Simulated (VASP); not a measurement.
# BN (F-43m) in VASP: notebook

Runs on BN. Level: PBE. Tasks: G0W0 quasiparticle levels.

Program: VASP 6.6.1. These are calculated values, not measurements. Logs are shortened: lines on timing, memory, paths and dates and some standing lists are left out, and cuts for length are marked.

### 1 The cell of the first run

Symmetry: F-43m, No. 216, cubic system. Conventional cell: a = 3.616 Å, b = 3.616 Å, c = 3.616 Å, α = 90.00°, β = 90.00°, γ = 90.00°. B (site symmetry -43m) has 4 N at 1.57 Å within 2.1 Å. Within 2.1 Å of N (site symmetry -43m) lie 4 B at 1.57 Å.

### 2 G0W0 quasiparticle levels, PBE

Input file POSCAR:

```
BN
1.0
    0.0000000000      1.8080000000      1.8080000000
    1.8080000000      0.0000000000      1.8080000000
    1.8080000000      1.8080000000      0.0000000000
B N
1 1
Direct
    0.0000000000      0.0000000000      0.0000000000
    0.2500000000      0.2500000000      0.2500000000
```

Input file INCAR.step1:

```
  PREC = Accurate
  ENCUT = 500
  EDIFF = 1E-8
  ISMEAR = 0
  SIGMA = 0.01
  LREAL = F
  LASPH = T
  NELM = 80
  ALGO = Normal
  LWAVE = T
  LCHARG = F
  GGA = PE
```

Input file INCAR.step2:

```
  PREC = Accurate
  ENCUT = 500
  EDIFF = 1E-8
  ISMEAR = 0
  SIGMA = 0.01
  LREAL = F
  LASPH = T
  NELM = 1
  ALGO = Exact
  LWAVE = T
  LCHARG = F
  GGA = PE
  NBANDS = 231
  LOPTICS = T
  ISTART = 1
```

Input file INCAR.step3:

```
  PREC = Accurate
  ENCUT = 500
  EDIFF = 1E-8
  ISMEAR = 0
  SIGMA = 0.01
  LREAL = F
  LASPH = T
  ALGO = EVGW0
  LWAVE = F
  LCHARG = F
  GGA = PE
  NELMGW = 1
  NBANDS = 231
  ENCUTGW = 200
  NOMEGA = 48
  PRECFOCK = Fast
  ISTART = 1
  NBANDSGW = 12
```

Input file KPOINTS:

```
regular mesh
0
Gamma
  2 2 2
```

Potentials or basis: VASP PAW PBE potentials, release 64 (B_GW, N_GW).

The run is started by

```console
> cat potpaw_PBE.64/B_GW/POTCAR potpaw_PBE.64/N_GW/POTCAR > POTCAR
> cp INCAR.step1 INCAR
> mpirun -np 1 vasp_std > vasp.out
> cp INCAR.step2 INCAR
> mpirun -np 1 vasp_std > vasp.out
> cp INCAR.step3 INCAR
> mpirun -np 1 vasp_std > vasp.out
```

OUTCAR:

```text
PREC = Accurate
   ENCUT = 500
   EDIFF = 1E-8
   ISMEAR = 0
   LREAL = F
   LASPH = T
   GGA = PE
   NELMGW = 1
   ENCUTGW = 200
   PRECFOCK = Fast
   ISTART = 1

 ion  position               nearest neighbor table
   1  0.000  0.000  0.000-   2 1.57   2 1.57   2 1.57   2 1.57
   2  0.250  0.250  0.250-   1 1.57   1 1.57   1 1.57   1 1.57

  LATTYP: Found a face centered cubic cell.
 ALAT       =     3.6160000000

  Lattice vectors:

 A1 = (   0.0000000000,   1.8080000000,   1.8080000000)
 A2 = (   1.8080000000,   0.0000000000,   1.8080000000)
 A3 = (   1.8080000000,   1.8080000000,   0.0000000000)

Analysis of symmetry for initial positions (statically):
=====================================================================
 Subroutine PRICEL returns:
 Original cell was already a primitive cell.

 Routine SETGRP: Setting up the symmetry group for a
 face centered cubic supercell.

 Subroutine GETGRP returns: Found 24 space group operations
 (whereof 24 operations were pure point group operations)
 out of a pool of 48 trial point group operations.

The static configuration has the point symmetry T_d .

Analysis of symmetry for dynamics (positions and initial velocities):
=====================================================================
 Subroutine PRICEL returns:
 Original cell was already a primitive cell.

 Routine SETGRP: Setting up the symmetry group for a
 face centered cubic supercell.

 Subroutine GETGRP returns: Found 24 space group operations
 (whereof 24 operations were pure point group operations)
 out of a pool of 48 trial point group operations.

The dynamic configuration has the point symmetry T_d .

 Subroutine INISYM returns: Found 24 space group operations
 (whereof 24 operations are pure point group operations),
 and found     1 'primitive' translations

----------------------------------------------------------------------------------------

                                     Primitive cell

  volume of cell :      11.8202

  direct lattice vectors                    reciprocal lattice vectors
     0.000000000  1.808000000  1.808000000    -0.276548673  0.276548673  0.276548673
     1.808000000  0.000000000  1.808000000     0.276548673 -0.276548673  0.276548673
     1.808000000  1.808000000  0.000000000     0.276548673  0.276548673 -0.276548673

  length of vectors
     2.556898121  2.556898121  2.556898121     0.478996352  0.478996352  0.478996352

  position of ions in fractional coordinates (direct lattice)
     0.000000000  0.000000000  0.000000000
     0.250000000  0.250000000  0.250000000

  ion indices of the primitive-cell ions
   primitive index   ion index
                 1           1
                 2           2

----------------------------------------------------------------------------------------

 KPOINTS: regular mesh

Automatic generation of k-mesh.
 Grid dimensions read from file:
 generate k-points for:    2    2    2

 Generating k-lattice:

  Cartesian coordinates                     Fractional coordinates (reciprocal lattice)
    -0.138274336  0.138274336  0.138274336     0.500000000  0.000000000  0.000000000
     0.138274336 -0.138274336  0.138274336     0.000000000  0.500000000  0.000000000
     0.138274336  0.138274336 -0.138274336     0.000000000  0.000000000  0.500000000

  Length of vectors
     0.239498176  0.239498176  0.239498176

  Shift w.r.t. Gamma in fractional coordinates (k-lattice)
     0.000000000  0.000000000  0.000000000

 Subroutine IBZKPT returns following result:
 ===========================================

 Found      3 irreducible k-points:

 Following reciprocal coordinates:
            Coordinates               Weight
  0.000000  0.000000  0.000000      1.000000
  0.500000  0.000000  0.000000      4.000000
  0.500000  0.500000  0.000000      3.000000
   k-points           NKPTS =      3   k-points in BZ     NKDIM =      8   number of bands    NBANDS=    231
   number of dos      NEDOS =    301   number of ions     NIONS =      2
   total plane-waves  NPLWV =   8000
   dimension x,y,z NGX =    20 NGY =   20 NGZ =   20
   dimension x,y,z NGXF=    40 NGYF=   40 NGZF=   40
   ions per type =               1   1
   NGX,Y,Z   is equivalent  to a cutoff of  13.00, 13.00, 13.00 a.u.
   NGXF,Y,Z  is equivalent  to a cutoff of  26.01, 26.01, 26.01 a.u.
 SYSTEM =  unknown system
   PREC   = accura    normal or accurate (medium, high low for compatibility)
   ISTART =      1    job   : 0-new  1-cont  2-samecut
   ICHARG =      0    charge: 1-file 2-atom 10-const
   ISPIN  =      1    spin polarized calculation?
   LNONCOLLINEAR =      F non collinear calculations
   LSORBIT =      F    spin-orbit coupling
   LASPH  =      T    aspherical Exc in radial PAW
   ENCUT  =  500.0 eV  36.75 Ry    6.06 a.u.   4.66  4.66  4.66*2*pi/ulx,y,z
   NELM   =     60;   NELMIN=  2; NELMDL=  0     # of ELM steps
   EDIFF  = 0.1E-07   stopping-criterion for ELM
   LREAL  =      F    real-space projection
   EDIFFG = 0.1E-06   stopping-criterion for IOM
   NSW    =      0    number of steps for IOM
   IBRION =     -1    ionic relax: 0-MD 1-quasi-New 2-CG
   NFREE  =      0    steps in history (QN), initial steepest desc. (CG)
   ISIF   =      0    stress and relaxation
   ISYM   =      3    0-nonsym 1-usesym 2-fastsym
   POTIM  = 0.5000    time-step for ionic-motion
   TEBEG  =    0.0;   TEEND  =   0.0 temperature during run
   PSTRESS=    0.0 pullay stress
   NELECT =       8.0000    total number of electrons
   NUPDOWN=      -1.0000    fix difference up-down
   EMIN   =  10.00;   EMAX   =-10.00  energy-range for DOS
   EFERMI =   0.00;   METHOD = LEGACY
   ISMEAR =     0;   SIGMA  =   0.01  broadening in eV -4-tet -1-fermi 0-gaus
   EFERMI_NEDOS =   21; number of points for ismear=-14 and -15
   IALGO  =     38    algorithm
   IMIX   =      4    mixing-type and parameters
     AMIX     =   0.40;   BMIX     =  1.00
     AMIX_MAG =   1.60;   BMIX_MAG =  1.00
  volume/ion in A,a.u.               =       5.91        39.88
  Fermi-wavevector in a.u.,A,eV,Ry     =   1.437352  2.716201 28.109366  2.065980
  Thomas-Fermi vector in A             =   2.556439
   LORBIT       =      0    0 simple, 1 ext, 2 COOP (PROOUT), +10 PAW based schemes
   GGA     = PE    functional components
   LHFCALC =     T    Hartree Fock is set to
   PRECFOCK=fast      Normal, Fast or Accurate (Low or Medium for compatibility)
   ENCUT4O =  -1.0   cutoff for four orbital integrals eV
   NKREDX  =     1    reduce k-point grid by
   NKREDY  =     1    reduce k-point grid by
   NKREDZ  =     1    reduce k-point grid by
   AEXX    =    1.0000 exact exchange contribution
   HFSCREEN=    0.0000 screening length (either q_TF or 0.3 A-1)
   HFSCREENC=   0.0000 screening length for correlation (either q_TF or 0.3 A-1)
   ENCUTFOCK=  -1.0 apply spherical cutoff to Coloumb kernel
   IVDW    =     0    specifies the selected vdW correction
   LEPSILON=     F    determine dielectric tensor
   LRPA    =     F    only Hartree local field effects (RPA)
   LRPAFORCE           =     F    calculate RPA forces
   ENCUTGW             = 200.0    cutoff for response function in eV
   ENCUTGWSOFT         = 160.0    soft cutoff for Coulomb kernel in GW response function in eV
   ENCUTLF             =  -1.0    cutoff for local field effects
   NELMGW              =     1    number of iterations in solving QP/BSE equation
   NELMHF              =     1    number of iterations in the inner HF iteration
   NKREDLFX            =     1    NKREDLFY  =   1   NKREDLFZ  =   1
 non-spin polarized calculation
 Gauss-broadening in eV      SIGMA  =   0.01
  energy-cutoff  :      500.00
  volume of cell :       11.82
 maximum number of plane-waves:       307
 NGX is ok and might be reduce to    20
  NGX = 12; NGY = 12; NGZ = 12
   NGX =  9   NGY =  9   NGZ =  9
 maximum number of plane-waves:        80

 QP shifts <psi_nk| G(iteration)W_0 |psi_nk>: iteration 1
 for sc-GW calculations column KS-energies equals QP-energies in previous step
 and V_xc(KS)=  KS-energies - (<T + V_ion + V_H > + <T+V_H+V_ion>^1  + <V_x>^1)

 k-point   1 :       0.0000    0.0000    0.0000
  band No.  KS-energies  QP-energies   sigma(KS)   V_xc(KS)     V^pw_x(r,r')   Z            occupation Imag(sigma)

      1     -12.4530     -14.7695     -18.3761     -15.3751     -26.1937       0.7719       2.0000       1.4896
      2       7.9939       7.0006     -19.5175     -18.2901     -23.3960       0.8093       2.0000       0.1236
      3       7.9939       7.0006     -19.5175     -18.2901     -23.3960       0.8093       2.0000       0.1236
      4       7.9939       7.0006     -19.5175     -18.2901     -23.3960       0.8093       2.0000       0.1236
      5      16.3872      17.2200     -12.7178     -13.7326      -6.1942       0.8206       0.0000      -0.1355
      6      16.3872      17.2200     -12.7178     -13.7326      -6.1942       0.8206       0.0000      -0.1355
      7      16.3872      17.2200     -12.7178     -13.7326      -6.1942       0.8206       0.0000      -0.1355
      8      18.2171      18.7914     -14.6262     -15.3279      -7.5638       0.8185       0.0000      -0.1904
      9      32.2760      32.2449     -11.2672     -11.2279      -3.0715       0.7908       0.0000      -0.7515
     10      35.3228      35.9560     -12.4607     -13.2367      -5.2186       0.8159       0.0000      -0.3549
     11      35.3228      35.9560     -12.4607     -13.2367      -5.2186       0.8159       0.0000      -0.3549
     12      35.9073      36.1414     -10.5381     -10.8174      -2.8153       0.8382       0.0000      -0.9090

 k-point   2 :       0.5000    0.0000    0.0000
  band No.  KS-energies  QP-energies   sigma(KS)   V_xc(KS)     V^pw_x(r,r')   Z            occupation Imag(sigma)

      1      -8.1437     -10.7154     -19.4947     -16.8084     -26.5385       0.9573       2.0000       1.4366
      2      -2.9877      -4.6150     -16.4118     -14.3533     -21.3737       0.7905       2.0000       0.2886
      3       5.9685       4.8465     -18.7647     -17.3899     -22.7666       0.8161       2.0000       0.1216
      4       5.9685       4.8465     -18.7647     -17.3899     -22.7666       0.8161       2.0000       0.1216
      5      17.8542      18.3721     -13.9613     -14.5922      -7.1930       0.8208       0.0000      -0.1481
      6      18.3238      19.1230     -12.8610     -13.8417      -6.2383       0.8150       0.0000      -0.1432
      7      18.3238      19.1230     -12.8610     -13.8417      -6.2383       0.8150       0.0000      -0.1432
      8      23.1375      23.8528     -13.8949     -14.7747      -6.5280       0.8131       0.0000      -0.3159
      9      31.1244      31.4483     -11.9603     -12.3538      -3.9375       0.8231       0.0000      -0.6284
     10      34.4053      35.2946     -12.2689     -13.3971      -3.8896       0.7882       0.0000      -0.7195
     11      34.5515      35.3068     -12.2913     -13.2229      -4.3766       0.8108       0.0000      -0.7343
     12      34.5515      35.3068     -12.2913     -13.2229      -4.3766       0.8108       0.0000      -0.7343

 k-point   3 :       0.5000    0.5000    0.0000
  band No.  KS-energies  QP-energies   sigma(KS)   V_xc(KS)     V^pw_x(r,r')   Z            occupation Imag(sigma)

      1      -6.7450      -8.6539     -19.5949     -17.2198     -26.5226       0.8037       2.0000       1.0940
      2      -1.1738      -2.8073     -17.2308     -15.1696     -22.1199       0.7925       2.0000       0.2253
      3       2.9158       1.6221     -17.8483     -16.2416     -22.1241       0.8053       2.0000       0.1433
      4       2.9158       1.6221     -17.8483     -16.2416     -22.1241       0.8053       2.0000       0.1433
      5      12.0869      12.2448     -12.1430     -12.3340      -6.1533       0.8265       0.0000      -0.1143
      6      16.7970      17.0746     -12.1997     -12.5332      -5.8846       0.8326       0.0000      -0.1168
      7      25.7554      27.0884     -14.7935     -16.4340      -6.6658       0.8125       0.0000      -0.5033
      8      25.7554      27.0884     -14.7935     -16.4340      -6.6658       0.8125       0.0000      -0.5033
      9      28.7756      29.8271     -15.1053     -16.4102      -7.0269       0.8058       0.0000      -0.4999
     10      34.8413      35.7619     -12.2812     -13.4560      -3.6553       0.7837       0.0000      -0.8177
     11      41.2329      41.9208     -11.8150     -12.6639      -4.1541       0.8103       0.0000      -0.6102
     12      41.2329      41.9208     -11.8150     -12.6639      -4.1541       0.8103       0.0000      -0.6102
```

It took 4.8 s on 1 thread of Intel Xeon Platinum 8375C at 2.90GHz (Ice Lake), shared host; peak memory 0.13 GiB.

What came out:

```yaml
Band_gap_on_the_k_mesh_mean-field_level: 4.09 eV, indirect (least direct gap 8.39 eV)
Quasiparticle_gap: 5.24 eV
Least_direct_quasiparticle_gap: 10.22 eV
```

Levels at points of the mesh, in eV from the valence-band top:
```csv
k point,band 2,band 3,band 4,band 5,band 6,band 7
"(0.00, 0.00, 0.00)",0.00,0.00,0.00,8.39,8.39,8.39
"(0.50, 0.00, 0.00)",-10.98,-2.03,-2.03,9.86,10.33,10.33
"(0.50, 0.50, 0.00)",-9.17,-5.08,-5.08,4.09,8.80,17.76
```

Caveat: the k points lie up to 1.50 Å⁻¹ apart; bands, screening cutoff and mesh are small and nothing is extrapolated, so the quasiparticle values aren't converged. A k mesh can miss the band edges.

[end of part 1 of 4]
